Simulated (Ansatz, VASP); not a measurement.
**Two plane-wave programs on Si2W**

Contents of INCAR:

```
SYSTEM = Si2W
ALGO     = Fast           ! electronic algorithm
EDIFF    = 1E-6           ! SCF threshold, eV
ENCUT    = 520            ! plane-wave cutoff, eV
GGA      = PE             ! functional
ISIF     = 2              ! what is computed and relaxed
ISMEAR   = 0              ! smearing method
LASPH    = .True.         ! aspherical terms in the spheres
LCHARG   = .False.        ! write CHGCAR
LREAL    = .False.        ! projectors in reciprocal space
LWAVE    = .False.        ! write WAVECAR
NBANDS   = 56             ! bands
NELM     = 100            ! most SCF steps
PREC     = Accurate       ! precision mode
SIGMA    = 0.15           ! smearing width, eV
```

KPOINTS

```
k-points
0
Gamma
  14 14 3
  0 0 0
```

File POSCAR:

```
Si2W
1.0
   -3.2289953163      0.0000000000      0.0000000000
    0.0000000000     -3.2289953163      0.0000000000
   -0.3228995316      0.0000000000     15.7336556345
Si W
8 4
Direct
    0.4707712797      0.5000000000      0.2922872027
    0.9957712797      1.0000000000      0.0422872027
    0.4207712797      0.5000000000      0.7922872027
    0.9457712797      1.0000000000      0.5422872027
    0.4542287203      0.5000000000      0.4577127973
    0.9792287203      1.0000000000      0.2077127973
    0.4042287203      0.5000000000      0.9577127973
    0.9292287203      1.0000000000      0.7077127973
    0.4375000000      0.5000000000      0.6250000000
    0.9625000000      1.0000000000      0.3750000000
    0.4875000000      0.5000000000      0.1250000000
    0.9125000000      1.0000000000      0.8750000000
```

Input for Ansatz:

```yaml
crystal:
  lattice:
    - [-3.2289953163, 0.0, 0.0]
    - [0.0, -3.2289953163, 0.0]
    - [-0.3228995316, 0.0, 15.7336556345]
  atoms:
    - { symbol: Si, position: [0.4707712797, 0.5, 0.2922872027] }
    - { symbol: Si, position: [0.9957712797, 1.0, 0.0422872027] }
    - { symbol: Si, position: [0.4207712797, 0.5, 0.7922872027] }
    - { symbol: Si, position: [0.9457712797, 1.0, 0.5422872027] }
    - { symbol: Si, position: [0.4542287203, 0.5, 0.4577127973] }
    - { symbol: Si, position: [0.9792287203, 1.0, 0.2077127973] }
    - { symbol: Si, position: [0.4042287203, 0.5, 0.9577127973] }
    - { symbol: Si, position: [0.9292287203, 1.0, 0.7077127973] }
    - { symbol: W, position: [0.4375, 0.5, 0.625] }
    - { symbol: W, position: [0.9625, 1.0, 0.375] }
    - { symbol: W, position: [0.4875, 0.5, 0.125] }
    - { symbol: W, position: [0.9125, 1.0, 0.875] }
basis:
  ecutwfc: 420
kpoints:
  mp_grid: { grid: [14, 14, 3] }
hamiltonian:
  xc: pbe
scf:
  occupations: { method: gaussian, width: 0.15 }
output:
  forces: true
  stress: true
  eigenvalues: true
```

Alike in both runs: task single point; functional PBE; k mesh 14 × 14 × 3; occupations gaussian, width 0.15 eV; no spin polarisation.

|  | VASP | Ansatz |
| --- | --- | --- |
| version | VASP 6.6.1 | Ansatz 0.2.0 |
| potentials or method | VASP PAW PBE potentials, release 64 (Si, W_sv), cutoff 520 eV | scalar-relativistic, plane waves, PAW |
| valence electrons in the cell | 88 | 88 |

|  | VASP | Ansatz | Ansatz less VASP |
| --- | --- | --- | --- |
| gap on the k mesh at the Fermi level (eV) | none | none | - |
| pressure (GPa) | 0.6 | 0.5 | -0.08 |
| traceless stress, the component that is largest in VASP (GPa) | 3.68 | 3.68 | +0.005 |
| rms of the force components (eV/Å) | 0.302 | 0.303 | +0.0009 |

Atom by atom the forces differ by 0.002 eV/Å (rms over components). A gap of «none» marks a metal or a gap that the smearing closes.

Spin-orbit coupling is off throughout.
